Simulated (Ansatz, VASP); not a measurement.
# One calculation of Cu, two programs

Contents of INCAR:

```
ALGO = Fast
EDIFF = 1E-7
ENCUT = 520
GGA = PE
ISIF = 2
ISMEAR = 0
LASPH = True
LCHARG = False
LREAL = False
LWAVE = False
NBANDS = 36
NELM = 80
PREC = Accurate
SIGMA = 0.1
```

Contents of KPOINTS:

```
k-points
0
Gamma
  15 15 1
```

File POSCAR:

```
Cu
1.0
    2.5680103728      0.0000000000      0.0000000000
   -1.2840051864      2.2239622200      0.0000000000
    0.0000000000      0.0000000000     13.3870563155
Cu
5
Direct
    0.3333333333      0.6666666667      0.1867475523
    0.6666666667      0.3333333333      0.3433737762
    0.3333333333      0.6666666667      0.5000000000
    0.6666666667      0.3333333333      0.6566262238
    0.3333333333      0.6666666667      0.8132524477
```

Input for Ansatz:

```yaml
crystal:
  lattice:
    - [2.5680103728, 0.0, 0.0]
    - [-1.2840051864, 2.22396222, 0.0]
    - [0.0, 0.0, 13.3870563155]
  atoms:
    - { symbol: Cu, position: [0.3333333333, 0.6666666667, 0.1867475523] }
    - { symbol: Cu, position: [0.6666666667, 0.3333333333, 0.3433737762] }
    - { symbol: Cu, position: [0.3333333333, 0.6666666667, 0.5] }
    - { symbol: Cu, position: [0.6666666667, 0.3333333333, 0.6566262238] }
    - { symbol: Cu, position: [0.3333333333, 0.6666666667, 0.8132524477] }
basis:
  ecutwfc: 420
kpoints:
  mp_grid: { grid: [15, 15, 1] }
hamiltonian:
  xc: pbe
scf:
  occupations: { method: gaussian, width: 0.1 }
output:
  forces: true
  stress: true
  eigenvalues: true
```

Alike in both runs: task single point; functional PBE; k mesh 15 × 15 × 1; occupations gaussian, width 0.1 eV; no spin polarisation.

```csv
,VASP,Ansatz
version,VASP 6.6.1,Ansatz 0.2.0
potentials or method,"VASP PAW PBE potentials, release 64 (Cu), cutoff 520 eV","scalar-relativistic, plane waves, PAW"
valence electrons in the cell,55,95
```

|  | VASP | Ansatz | Ansatz less VASP |
| --- | --- | --- | --- |
| gap on the k mesh at the Fermi level (eV) | none | none | - |
| rms of the force components (eV/Å) | 0.027 | 0.028 | +0.0011 |

Atom by atom the forces differ by 0.007 eV/Å (rms over components). A gap of «none» marks a metal or a gap that the smearing closes. VASP's potentials hold 55 valence electrons a cell and Ansatz's 95, so a difference there can come from the potentials and not from the codes.
